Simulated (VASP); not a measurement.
# MgO (zincblende type) (F-43m) in VASP: further runs

MgO (zincblende type) is run at these levels: LDA; tasks: single point.

Program: VASP 6.6.1. These are calculated values, not measurements. Logs are shortened: lines on timing, memory, paths and dates and some standing lists are left out, and cuts for length are marked.

### 1 The cell of the first run

It takes space group F-43m (No. 216, cubic). Conventional cell: a = 3.702 Å, b = 3.702 Å, c = 3.702 Å, α = 90.00°, β = 90.00°, γ = 90.00°. Mg (site symmetry -43m) has 4 O at 1.60 Å within 2.1 Å. O (site symmetry -43m) has 4 Mg at 1.60 Å within 2.1 Å.

### 2 Single point, LDA (volume scaled by 0.55)

File INCAR:

```
SYSTEM = MgO
  ALGO = Normal
  EDIFF = 1E-6
  ENCUT = 600
  GGA_COMPAT = .FALSE.
  ISIF = 2
  ISMEAR = -1
  LASPH = .TRUE.
  LCHARG = .TRUE.
  LELF = .TRUE.
  LREAL = .FALSE.
  LVHAR = .TRUE.
  LWAVE = .FALSE.
  NBANDS = 11
  NELM = 120
  PREC = Accurate
  SIGMA = 0.05
```

File KPOINTS:

```
k-points
0
G
  16 16 16
  0 0 0
```

File POSCAR:

```
MgO
1.0
    0.0000000000      1.8508539654      1.8508539654
    1.8508539654      0.0000000000      1.8508539654
    1.8508539654      1.8508539654      0.0000000000
Mg O
1 1
Direct
    0.0000000000      0.0000000000      0.0000000000
    0.2500000000      0.2500000000      0.2500000000
```

Potentials or basis: VASP PAW LDA potentials, release 64 (Mg, O).

Run with:

```sh
$ cat potpaw_LDA.64/Mg/POTCAR potpaw_LDA.64/O/POTCAR > POTCAR
$ mpirun -np 1 vasp_std > vasp.out
```

OUTCAR:

```text
SYSTEM = MgO
   EDIFF = 1E-6
   ENCUT = 600
   ISIF = 2
   ISMEAR = -1
   LASPH = .TRUE.
   LREAL = .FALSE.
   NELM = 120
   PREC = Accurate

 ion  position               nearest neighbor table
   1  0.000  0.000  0.000-   2 1.60   2 1.60   2 1.60   2 1.60
   2  0.250  0.250  0.250-   1 1.60   1 1.60   1 1.60   1 1.60

  LATTYP: Found a face centered cubic cell.
 ALAT       =     3.7017079308

  Lattice vectors:

 A1 = (   0.0000000000,   1.8508539654,   1.8508539654)
 A2 = (   1.8508539654,   0.0000000000,   1.8508539654)
 A3 = (   1.8508539654,   1.8508539654,   0.0000000000)

Analysis of symmetry for initial positions (statically):
=====================================================================
 Subroutine PRICEL returns:
 Original cell was already a primitive cell.

 Routine SETGRP: Setting up the symmetry group for a
 face centered cubic supercell.

 Subroutine GETGRP returns: Found 24 space group operations
 (whereof 24 operations were pure point group operations)
 out of a pool of 48 trial point group operations.

The static configuration has the point symmetry T_d .

Analysis of symmetry for dynamics (positions and initial velocities):
=====================================================================
 Subroutine PRICEL returns:
 Original cell was already a primitive cell.

 Routine SETGRP: Setting up the symmetry group for a
 face centered cubic supercell.

 Subroutine GETGRP returns: Found 24 space group operations
 (whereof 24 operations were pure point group operations)
 out of a pool of 48 trial point group operations.

The dynamic configuration has the point symmetry T_d .

 Subroutine INISYM returns: Found 24 space group operations
 (whereof 24 operations are pure point group operations),
 and found     1 'primitive' translations

----------------------------------------------------------------------------------------

                                     Primitive cell

  volume of cell :      12.6808

  direct lattice vectors                    reciprocal lattice vectors
     0.000000000  1.850853965  1.850853965    -0.270145570  0.270145570  0.270145570
     1.850853965  0.000000000  1.850853965     0.270145570 -0.270145570  0.270145570
     1.850853965  1.850853965  0.000000000     0.270145570  0.270145570 -0.270145570

  length of vectors
     2.617502780  2.617502780  2.617502780     0.467905853  0.467905853  0.467905853

  position of ions in fractional coordinates (direct lattice)
     0.000000000  0.000000000  0.000000000
     0.250000000  0.250000000  0.250000000

  ion indices of the primitive-cell ions
   primitive index   ion index
                 1           1
                 2           2

----------------------------------------------------------------------------------------

 KPOINTS: k-points

Automatic generation of k-mesh.
 Grid dimensions read from file:
 generate k-points for:   16   16   16

 Generating k-lattice:

  Cartesian coordinates                     Fractional coordinates (reciprocal lattice)
    -0.016884098  0.016884098  0.016884098     0.062500000  0.000000000  0.000000000
     0.016884098 -0.016884098  0.016884098     0.000000000  0.062500000  0.000000000
     0.016884098  0.016884098 -0.016884098     0.000000000  0.000000000  0.062500000

  Length of vectors
     0.029244116  0.029244116  0.029244116

  Shift w.r.t. Gamma in fractional coordinates (k-lattice)
     0.000000000  0.000000000  0.000000000

 Subroutine IBZKPT returns following result:
 ===========================================

 Found    145 irreducible k-points:

 Following reciprocal coordinates:
            Coordinates               Weight
  0.000000  0.000000  0.000000      1.000000
  0.062500  0.000000  0.000000      8.000000
  0.125000  0.000000  0.000000      8.000000
  0.187500  0.000000  0.000000      8.000000
  0.250000  0.000000  0.000000      8.000000
  0.312500  0.000000  0.000000      8.000000
[... 16 lines left out ...]
 -0.125000  0.062500  0.000000     24.000000
 -0.062500  0.062500  0.000000     12.000000
 [... further k-points ...]
   k-points           NKPTS =    145   k-points in BZ     NKDIM =    145   number of bands    NBANDS=     11
   number of dos      NEDOS =    301   number of ions     NIONS =      2
   total plane-waves  NPLWV =  13824
   dimension x,y,z NGX =    24 NGY =   24 NGZ =   24
   dimension x,y,z NGXF=    48 NGYF=   48 NGZF=   48
   ions per type =               1   1
   NGX,Y,Z   is equivalent  to a cutoff of  15.24, 15.24, 15.24 a.u.
   NGXF,Y,Z  is equivalent  to a cutoff of  30.49, 30.49, 30.49 a.u.
 SYSTEM =  MgO
   PREC   = accura    normal or accurate (medium, high low for compatibility)
   ISTART =      0    job   : 0-new  1-cont  2-samecut
   ICHARG =      2    charge: 1-file 2-atom 10-const
   ISPIN  =      1    spin polarized calculation?
   LNONCOLLINEAR =      F non collinear calculations
   LSORBIT =      F    spin-orbit coupling
   LASPH  =      T    aspherical Exc in radial PAW
   ENCUT  =  600.0 eV  44.10 Ry    6.64 a.u.   5.23  5.23  5.23*2*pi/ulx,y,z
   NELM   =    120;   NELMIN=  2; NELMDL= -5     # of ELM steps
   EDIFF  = 0.1E-05   stopping-criterion for ELM
   LREAL  =      F    real-space projection
   EDIFFG = 0.1E-04   stopping-criterion for IOM
   NSW    =      0    number of steps for IOM
   IBRION =     -1    ionic relax: 0-MD 1-quasi-New 2-CG
   NFREE  =      0    steps in history (QN), initial steepest desc. (CG)
   ISIF   =      2    stress and relaxation
   ISYM   =      2    0-nonsym 1-usesym 2-fastsym
   POTIM  = 0.5000    time-step for ionic-motion
   TEBEG  =    0.0;   TEEND  =   0.0 temperature during run
   PSTRESS=    0.0 pullay stress
   NELECT =       8.0000    total number of electrons
   NUPDOWN=      -1.0000    fix difference up-down
   EMIN   =  10.00;   EMAX   =-10.00  energy-range for DOS
   EFERMI =   0.00;   METHOD = LEGACY
   ISMEAR =    -1;   SIGMA  =   0.05  broadening in eV -4-tet -1-fermi 0-gaus
   EFERMI_NEDOS =   21; number of points for ismear=-14 and -15
   IALGO  =     38    algorithm
   IMIX   =      4    mixing-type and parameters
     AMIX     =   0.40;   BMIX     =  1.00
     AMIX_MAG =   1.60;   BMIX_MAG =  1.00
  volume/ion in A,a.u.               =       6.34        42.79
  Fermi-wavevector in a.u.,A,eV,Ry     =   1.404072  2.653311 26.822768  1.971418
  Thomas-Fermi vector in A             =   2.526670
   LORBIT       =      0    0 simple, 1 ext, 2 COOP (PROOUT), +10 PAW based schemes
   GGA     = CA    functional components
   LHFCALC =     F    Hartree Fock is set to
   AEXX    =    0.0000 exact exchange contribution
   IVDW    =     0    specifies the selected vdW correction
   LEPSILON=     F    determine dielectric tensor
   LRPA    =     F    only Hartree local field effects (RPA)
 non-spin polarized calculation
  energy-cutoff  :      600.00
  volume of cell :       12.68
 maximum number of plane-waves:       444
 NGX is ok and might be reduce to    24
   NGX = 11   NGY = 11   NGZ = 11

 number of electron       8.0000001 magnetization

 Free energy of the ion-electron system (eV)
  ---------------------------------------------------
  ext. energy  EPLUGINS =         0.00000000
  ---------------------------------------------------
  free energy    TOTEN  =        -7.82692835 eV

  energy without entropy =       -7.82692835  energy(sigma->0) =       -7.82692835

 E-fermi :   6.3098     XC(G=0): -13.3350

 val. band max:        5.1829688521   @ k =  -0.1875   0.1250   0.0000
 cond. band min:      12.4240026616   @ k =   0.5000   0.5000   0.0000
 fundamental gap:      7.2410338095
 Fermi energy:         6.3097778373

 k-point     1 :       0.0000    0.0000    0.0000
  band No.  band energies     occupation
      1     -12.9487      2.00000
      2       5.1109      2.00000
      3       5.1109      2.00000
      4       5.1109      2.00000
      5      13.5508      0.00000
      6      29.4543      0.00000
      7      29.4543      0.00000
      8      29.4543      0.00000
      9      31.6770      0.00000
     10      31.6770      0.00000
     11      34.1165      0.00000

 k-point     2 :       0.0625    0.0000    0.0000
  band No.  band energies     occupation
      1     -12.8771      2.00000
      2       4.8509      2.00000
      3       5.1093      2.00000
      4       5.1093      2.00000
      5      13.8072      0.00000
      6      28.8216      0.00000
      7      29.1073      0.00000
      8      29.1073      0.00000
      9      31.4406      0.00000
     10      31.4406      0.00000
     11      33.7838      0.00000

 k-point     3 :       0.1250    0.0000    0.0000
  band No.  band energies     occupation
      1     -12.6687      2.00000
      2       4.1750      2.00000
      3       5.1042      2.00000
      4       5.1042      2.00000
      5      14.4655      0.00000
      6      27.4296      0.00000
      7      28.1996      0.00000
      8      28.1996      0.00000
      9      31.5304      0.00000
     10      31.5304      0.00000
     11      33.4803      0.00000

 k-point     4 :       0.1875    0.0000    0.0000
  band No.  band energies     occupation
      1     -12.3433      2.00000
      2       3.2820      2.00000
      3       5.0953      2.00000
      4       5.0953      2.00000
      5      15.3113      0.00000
      6      25.8699      0.00000
      7      27.1752      0.00000
      8      27.1752      0.00000
      9      32.0707      0.00000
     10      32.0707      0.00000
     11      33.3994      0.00000

 k-point     5 :       0.2500    0.0000    0.0000
  band No.  band energies     occupation
      1     -11.9355      2.00000
      2       2.3357      2.00000
      3       5.0830      2.00000
      4       5.0830      2.00000
      5      16.1776      0.00000
      6      24.3649      0.00000
      7      26.2751      0.00000
      8      26.2751      0.00000
      9      32.9215      0.00000
     10      32.9215      0.00000
     11      33.5856      0.00000
[... 211 lines left out ...]
 k-point    21 :      -0.2500    0.0625    0.0000
  band No.  band energies     occupation
      1     -11.7402      2.00000
      2       2.0315      2.00000
      3       4.8851      2.00000
      4       5.1414      2.00000
      5      16.5194      0.00000
      6      23.4152      0.00000
      7      25.5804      0.00000
      8      26.7868      0.00000
      9      32.7200      0.00000
     10      33.7024      0.00000
     11      34.4297      0.00000

 k-point    22 :      -0.1875    0.0625    0.0000
  band No.  band energies     occupation
      1     -12.1594      2.00000
      2       2.9248      2.00000
      3       4.9224      2.00000
      4       5.1547      2.00000
      5      15.7129      0.00000
      6      24.7679      0.00000
      7      26.2942      0.00000
      8      27.6868      0.00000
      9      31.8990      0.00000
     10      32.9627      0.00000
     11      33.9175      0.00000

 k-point    23 :      -0.1250    0.0625    0.0000
  band No.  band energies     occupation
      1     -12.5125      2.00000
      2       3.7961      2.00000
      3       4.9725      2.00000
      4       5.1526      2.00000
      5      14.8909      0.00000
      6      26.2159      0.00000
      7      27.2063      0.00000
      8      28.6391      0.00000
      9      31.3687      0.00000
     10      32.1989      0.00000
     11      33.9680      0.00000

 k-point    24 :      -0.0625    0.0625    0.0000
  band No.  band energies     occupation
      1     -12.7599      2.00000
      2       4.4956      2.00000
      3       5.0382      2.00000
      4       5.1361      2.00000
      5      14.1907      0.00000
      6      27.6759      0.00000
      7      28.2297      0.00000
      8      29.2932      0.00000
      9      31.1845      0.00000
     10      31.7005      0.00000
     11      34.1979      0.00000

 [... further k-points ...]
[... 5 lines left out ...]
  --------------------------------------------------------------------------------------
  -------------------------------------------------------------------------------------
  Total       21.4946047     21.4946047     21.4946047      0.0000000      0.0000000     -0.0000000
  in kB     2715.7737665   2715.7737665   2715.7737665      0.0000000      0.0000000     -0.0000000
  external PRESSURE =    2715.7737665 kB  Pullay stress =       0.0000000 kB

 VOLUME and BASIS-vectors are now :
 -----------------------------------------------------------------------------
  energy-cutoff  :      600.00
  volume of cell :       12.68
      direct lattice vectors                 reciprocal lattice vectors
     0.000000000  1.850853965  1.850853965    -0.270145570  0.270145570  0.270145570
     1.850853965  0.000000000  1.850853965     0.270145570 -0.270145570  0.270145570
     1.850853965  1.850853965  0.000000000     0.270145570  0.270145570 -0.270145570

 POSITION                                       TOTAL-FORCE (eV/Angst)
 -----------------------------------------------------------------------------------
      0.00000      0.00000      0.00000        -0.000000     -0.000000     -0.000000
      0.92543      0.92543      0.92543         0.000000      0.000000      0.000000
 -----------------------------------------------------------------------------------
    total drift:                               -0.000000     -0.000000     -0.000000

  FREE ENERGIE OF THE ION-ELECTRON SYSTEM (eV)
  ---------------------------------------------------
  free  energy   TOTEN  =        -7.8269283480 eV

  energy  without entropy=       -7.8269283480  energy(sigma->0) =       -7.82692835
```

Wall time 14 s (1 thread of Intel Xeon 6975P-C, shared host); peak memory 0.15 GiB.

What came out:

| Item | Value |
| --- | --- |
| Free energy | -7.8269 eV |
| Pressure | 271.6 GPa |
| Band gap on the k mesh | 7.24 eV, indirect (least direct gap 8.06 eV) |

Levels at points of the mesh, in eV from the valence-band top:
| k point | band 1 | band 2 | band 3 | band 4 | band 5 | band 6 | band 7 | band 8 | band 9 |
| --- | --- | --- | --- | --- | --- | --- | --- | --- | --- |
| (0.00, 0.00, 0.00) | -18.13 | -0.07 | -0.07 | -0.07 | 8.37 | 24.27 | 24.27 | 24.27 | 26.49 |
| (0.50, 0.00, 0.00) | -15.88 | -5.10 | -0.14 | -0.14 | 13.60 | 15.07 | 19.48 | 19.48 | 30.38 |
| (0.50, 0.50, 0.00) | -15.20 | -4.47 | -0.81 | -0.81 | 7.24 | 15.24 | 25.23 | 25.23 | 25.52 |

 A k mesh can miss the band edges.

(Continued in part 2 of 2.)
